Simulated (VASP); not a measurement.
Crystal: ZnO.

```
Zn O
1.0
     3.24198    0.00000    0.00000
    -1.62099    2.80764    0.00000
     0.00000    0.00000    5.22764
Zn O
2 2
Direct
  0.33333 0.66667 0.00145
  0.66667 0.33333 0.50145
  0.33333 0.66667 0.38065
  0.66667 0.33333 0.88065
```

Base run:

```yaml
Program: VASP 6.6.1
Functional: RPBE
Dispersion: D4
Potentials_or_basis: VASP PAW PBE potentials, release 64 (Zn, O)
Cutoff: 520 eV
k_mesh: 8 × 8 × 6
Occupations: gaussian, width 0.05 eV
Spin: no spin polarisation
```

Its results: band gap on the k mesh 0.87 eV, direct; pressure 3.1 GPa.

The run is repeated on the same cell with these changes: dispersion from D4 to none. What comes out?

Band gap on the k mesh 0.87 eV, direct; pressure 10.8 GPa.

Dispersion adds attraction, which lowers the pressure at fixed volume and, as a term added to the energy, leaves the levels alone.

Caveats: the PAW data sets were made with another functional, which shifts forces and pressure a little.

